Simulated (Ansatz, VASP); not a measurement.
**One calculation of Ta3SnO4, two programs**

```
Ta Sn O
1.0
     4.52693    0.00000    0.00000
     0.00000    4.52693    0.00000
     0.00000    0.00000    4.52693
Ta Sn O
3 1 4
Direct
  0.00000 0.50000 0.50000
  0.50000 0.00000 0.50000
  0.50000 0.50000 0.00000
  0.00000 0.00000 0.00000
  0.50000 0.00000 0.00000
  0.50000 0.50000 0.50000
  0.00000 0.00000 0.50000
  0.00000 0.50000 0.00000
```

Change from the starting cell: species swapped into the LiMg3O4 type (Pm-3m, No. 221).

Alike in both runs: task single point; functional PBE; k mesh 4 × 4 × 4; occupations gaussian, width 0.1 eV; no spin polarisation.

|  | VASP | Ansatz |
| --- | --- | --- |
| version | VASP 6.6.1 | Ansatz 0.2.0 |
| potentials or method | VASP PAW PBE potentials, release 64 (Ta_pv, Sn_d, O), cutoff 520 eV | scalar-relativistic, plane waves, PAW |
| valence electrons in the cell | 71 | 77 |

|  | VASP | Ansatz | Ansatz less VASP |
| --- | --- | --- | --- |
| gap on the k mesh at the Fermi level (eV) | none | none | - |
| pressure (GPa) | 16.3 | 15.8 | -0.50 |

A gap of «none» marks a metal or a gap that the smearing closes. VASP's potentials hold 71 valence electrons a cell and Ansatz's 77, so a difference there can come from the potentials and not from the codes.

Spin-orbit coupling is off throughout.
